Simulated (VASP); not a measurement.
Write the native input for VASP 6.6.1 that does the following.

```yaml
Task: single point
Functional: PBEsol
Potentials_or_basis: VASP PAW PBE potentials, release 64 (Si, W_sv)
Cutoff: 520 eV
k_mesh: 9 × 9 × 1
Occupations: gaussian, width 0.05 eV
Spin: collinear spin
Starting_moments: "[0.0, 0.0, 0.0, 0.0, 0.0, 0.0, 4.0] μB"
Dipole_correction: yes
Further_INCAR_settings: ALGO = Fast; EDIFF = 1e-07; NBANDS = 32
```

The structure of Si6W lies in POSCAR:

```
Si6W
1.0
    3.8248883545      0.0000000000      0.0000000000
   -1.9124441773      3.3124504817      0.0000000000
    0.0000000000      0.0000000000     26.1211317213
Si W
6 1
Direct
    0.6666666667      0.3333333333      0.3254070340
    0.3333333333      0.6666666667      0.3559122531
    0.3333333333      0.6666666667      0.4464642100
    0.6666666667      0.3333333333      0.4756407863
    0.6666666667      0.3333333333      0.5672640819
    0.3333333333      0.6666666667      0.5929366410
    1.0000000000      1.0000000000      0.6952458869
```

One way to write it, as run:

INCAR

```
ALGO = Fast
DIPOL = 0.5 0.5 0.494
EDIFF = 1E-7
ENCUT = 520
GGA = PS
IDIPOL = 3
ISIF = 2
ISMEAR = 0
ISPIN = 2
LASPH = True
LCHARG = False
LDIPOL = True
LMAXMIX = 4
LORBIT = 11
LREAL = False
LWAVE = False
MAGMOM = 0 0 0 0 0 0 4
NBANDS = 32
NELM = 150
PREC = Accurate
SIGMA = 0.05
```

KPOINTS

```
k-points
0
Gamma
  9 9 1
```

Potentials or basis: VASP PAW PBE potentials, release 64 (Si, W_sv).

Launch:

```bash
$ cat potpaw_PBE.64/Si/POTCAR potpaw_PBE.64/W_sv/POTCAR > POTCAR
$ mpirun -np 1 vasp_std > vasp.out
```

Results of the run:

```json
{
  "Largest force": "1.716 eV/Å",
  "Net moment": "3.76 μB per cell",
  "Site moments": "Si -0.05, -0.00, -0.01, +0.00, +0.02, -0.04; W +2.88 μB",
  "Valence electrons inside the program's atomic spheres": "Si 1.65, 1.68, 1.69, 1.64 (each value once); W 11.53"
}
```

Caveat: the PAW data sets were made with another functional, which shifts forces and pressure a little.

Wall time 22 min on 1 thread of Oxide Virtual Turin-like Processor, with other jobs on the host, peak memory 0.6 GiB.
